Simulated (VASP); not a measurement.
Runs of VASP 6.6.1 on ZnO. It takes space group P6_3/mmc (No. 194, hexagonal). The conventional cell has a = 3.417 Å, b = 3.417 Å, c = 4.478 Å, α = 90.00°, β = 90.00°, γ = 120.00°. Within 2.6 Å of Zn (site symmetry -6m2) lie 5 O at 1.97 to 2.24 Å. O (site symmetry -6m2) has 5 Zn at 1.97 to 2.24 Å within 2.6 Å. 

```csv
level,potentials or basis,k mesh,cutoff (eV),smearing,gap on the mesh (eV),pressure (GPa)
PBE,"VASP PAW PBE potentials, release 64 (Zn, O)",6 × 6 × 4,600,fermi-dirac 0.001 eV,1.00,7.4
PBE,"VASP PAW PBE potentials, release 64 (Zn, O)",5 × 5 × 5,600,gaussian 0.01 eV,1.05,7.4
LDA,"VASP PAW LDA potentials, release 64 (Zn, O)",6 × 6 × 4,600,gaussian 0.01 eV,0.95,(b)
PBE+D3(BJ),"VASP PAW PBE potentials, release 64 (Zn, O)",6 × 6 × 4,600,gaussian 0.01 eV,1.00,(a)
PBE,"VASP PAW PBE potentials, release 64 (Zn, O)",6 × 6 × 4,520,gaussian 0.01 eV,1.00,7.6
PBE,"VASP PAW PBE potentials, release 64 (Zn, O)",6 × 6 × 4,600,gaussian 0.05 eV,1.00,7.4
PBE,"VASP PAW PBE potentials, release 64 (Zn, O)",2 × 2 × 2,600,gaussian 0.01 eV,0.99,8.1
PBE,"VASP PAW PBE potentials, release 64 (Zn, O)",6 × 6 × 4,600,gaussian 0.01 eV,1.00,7.4
```

Alike in all rows: task single point; no spin polarisation; cell as given.

Q: Estimate the missing entries.

A: (a) 3.9; (b) -5.3.

Caveats: some runs use coarse meshes.

A k mesh can miss the band edges.
